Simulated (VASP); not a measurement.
Set up this calculation in VASP 6.6.1, as the native input.

| Item | Value |
| --- | --- |
| Task | single point |
| Functional | PBE |
| Potentials or basis | VASP PAW PBE potentials, release 64 (Hf_pv, B, C) |
| Cutoff | 520 eV |
| k mesh | 6 × 6 × 4 |
| Occupations | gaussian, width 0.1 eV |
| Spin | no spin polarisation |
| Dipole correction | no |
| Further INCAR settings | ALGO = Normal; EDIFF = 1e-07; NBANDS = 22 |

The structure of HfB4C lies in POSCAR:

```
HfB4C
1.0
    3.2703709257      0.0000000000      0.0000000000
   -1.6351854629      2.8322243015      0.0000000000
    0.0000000000      0.0000000000      7.8148274276
Hf B C
1 4 1
Direct
    0.0000000000      0.0000000000      0.0000000000
    0.0000000000      0.0000000000      0.3026405435
    0.0000000000      0.0000000000      0.6973594565
    0.3333333333      0.6666666667      0.5000000000
    0.6666666667      0.3333333333      0.5000000000
    0.0000000000      0.0000000000      0.5000000000
```

These files were run (other wordings do the same):

INCAR

```
SYSTEM = HfB4C
ALGO     = Normal         ! electronic algorithm
EDIFF    = 1E-7           ! SCF threshold, eV
ENCUT    = 520            ! plane-wave cutoff, eV
GGA      = PE             ! functional
ISIF     = 2              ! what is computed and relaxed
ISMEAR   = 0              ! smearing method
LASPH    = .TRUE.         ! aspherical terms in the spheres
LCHARG   = .TRUE.         ! write CHGCAR
LELF     = .TRUE.         ! ELF
LREAL    = .FALSE.        ! projectors in reciprocal space
LVHAR    = .TRUE.       
LWAVE    = .FALSE.        ! write WAVECAR
NBANDS   = 22             ! bands
NELM     = 100            ! most SCF steps
PREC     = Accurate       ! precision mode
SIGMA    = 0.1            ! smearing width, eV
```

KPOINTS

```
k-points
0
G
  6 6 4
  0 0 0
```

Potentials or basis: VASP PAW PBE potentials, release 64 (Hf_pv, B, C).

Command:

```sh
$ cat potpaw_PBE.64/Hf_pv/POTCAR potpaw_PBE.64/B/POTCAR potpaw_PBE.64/C/POTCAR > POTCAR
$ mpirun -np 1 vasp_std > vasp.out
```

It gave:

```
Pressure               : 0.0 GPa
Largest force          : 0.028 eV/Å
Band gap on the k mesh : zero (band 13 reaches 4.49 eV, above the bottom of band 14 at 3.89 eV)
```

Caveat: the k points lie up to 0.37 Å⁻¹ apart; spin-orbit coupling is left out, which moves the levels of the heavy elements.

Wall time 36 s on 1 thread of Intel(R) Xeon(R) Platinum 8488C (Sapphire Rapids) (shared host), peak memory 0.2 GiB.
